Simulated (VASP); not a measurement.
A run of VASP 6.6.1:

INCAR

```
PREC = Accurate ; ENCUT = 520
EDIFF = 1E-6 ; ISMEAR = 0
SIGMA = 0.01 ; LREAL = False
LASPH = True ; NELM = 100
ALGO = Normal ; ISIF = 2
LWAVE = False ; LCHARG = False
GGA = PE ; NBANDS = 17
```

The input KPOINTS:

```
Automatic mesh
0
Gamma
  4 4 4
```

Contents of POSCAR:

```
PbSe
1.0
    0.0000000000      3.0887022193      3.0887022193
    3.0887022193      0.0000000000      3.0887022193
    3.0887022193      3.0887022193      0.0000000000
Pb Se
1 1
Direct
    0.0000000000      0.0000000000      0.0000000000
    0.5000000000      0.5000000000      0.5000000000
```

Potentials or basis: VASP PAW PBE potentials, release 64 (Pb_d, Se).

Command:

```sh
$ cat potpaw_PBE.64/Pb_d/POTCAR potpaw_PBE.64/Se/POTCAR > POTCAR
$ mpirun -np 1 vasp_std > vasp.out
```

Hardware: 1 thread of Intel Xeon 6975P-C (shared host).

Question: Estimate the wall time of this run.

Answer: Run time: 6.8 s on 1 thread of Intel Xeon 6975P-C (shared host), peak memory 0.17 GiB. Counts: scf iterations 12, k points 8.
